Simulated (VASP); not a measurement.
Sb3Pb: single point with PBE

Crystal: Sb3Pb.

```
Sb Pb
1.0
    -3.18098    3.18098    3.18098
     3.18098   -3.18098    3.18098
     3.18098    3.18098   -3.18098
Sb Pb
3 1
Direct
  0.00000 0.50000 0.50000
  0.50000 0.00000 0.50000
  0.50000 0.50000 0.00000
  0.00000 0.00000 0.00000
```

This cell differs from its parent crystal: volume scaled by 1.03.

```
Program                : VASP 6.6.1
Task                   : single point
Functional             : PBE
Potentials or basis    : VASP PAW PBE potentials, release 64 (Sb, Pb_d)
Cutoff                 : 520 eV
k mesh                 : 10 × 10 × 10
Occupations            : gaussian, width 0.1 eV
Spin                   : no spin polarisation
Dipole correction      : no
Further INCAR settings : ALGO = Normal; EDIFF = 1e-06; NBANDS = 22
```

```
Pressure : -1.4 GPa
```

Levels at points of the mesh, in eV from the Fermi level:
```
           k point  band 13  band 14  band 15  band 16  band 17  band 18
(0.00, 0.00, 0.00)    -2.52    -2.52    -2.52     2.79     2.79     2.79
(0.50, 0.00, 0.00)    -0.57    -0.56    -0.47     0.90     1.60     1.83
(0.50, 0.50, 0.50)    -1.00    -1.00    -1.00     4.93     4.93     4.93
```

Run time: 52 s on 1 thread of Intel(R) Xeon(R) 6975P-C (Granite Rapids), on a shared host, peak memory 0.33 GiB.

Caveat: spin-orbit coupling is left out, which moves the levels of the heavy elements.
